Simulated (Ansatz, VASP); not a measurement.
# LiY3: VASP beside Ansatz

```xyz
8
Lattice="3.0688 1.7718 8.1664 -3.0688 1.7718 8.1664 0.0000 -3.5436 8.1664" Properties=species:S:1:pos:R:3 pbc="T T T"
Li    0.0000    0.0000   20.4137
Li    0.0000    0.0000    4.0856
Y     2.0472    0.0033    9.5505
Y     1.0208    1.7746   14.9489
Y     1.0265   -1.7713   14.9489
Y    -2.0472   -0.0033   14.9489
Y    -1.0265    1.7713    9.5505
Y    -1.0208   -1.7746    9.5505
```

Change from the starting cell: species swapped into the YI3 type (R-3, No. 148).

Alike in both runs: functional PBE; k mesh 3 × 3 × 3; occupations gaussian, width 0.1 eV; no spin polarisation.

Ansatz relaxed the structure, and its values are those at the end. VASP's run is a single point on that final structure, the one shown.

|  | VASP | Ansatz |
| --- | --- | --- |
| version | VASP 6.6.1 | Ansatz 0.2.0 |
| potentials or method | VASP PAW PBE potentials, release 64 (Li_sv, Y_sv), cutoff 520 eV | scalar-relativistic, plane waves, PAW |
| valence electrons in the cell | 72 | 72 |

Ansatz gave:

```
gap on the k mesh at the Fermi level (eV) : none
rms of the force components (eV/Å)        : 0.014
```

Problem. Estimate VASP's values.

Solution. gap on the k mesh at the Fermi level (eV): none; rms of the force components (eV/Å): 0.016.

A gap of «none» marks a metal or a gap that the smearing closes.

The k mesh is coarse, so the values compare programs but aren't converged. Noted on VASP's run: the cutoff is under 1.25 times that of the potentials, so the pressure is a little rough.
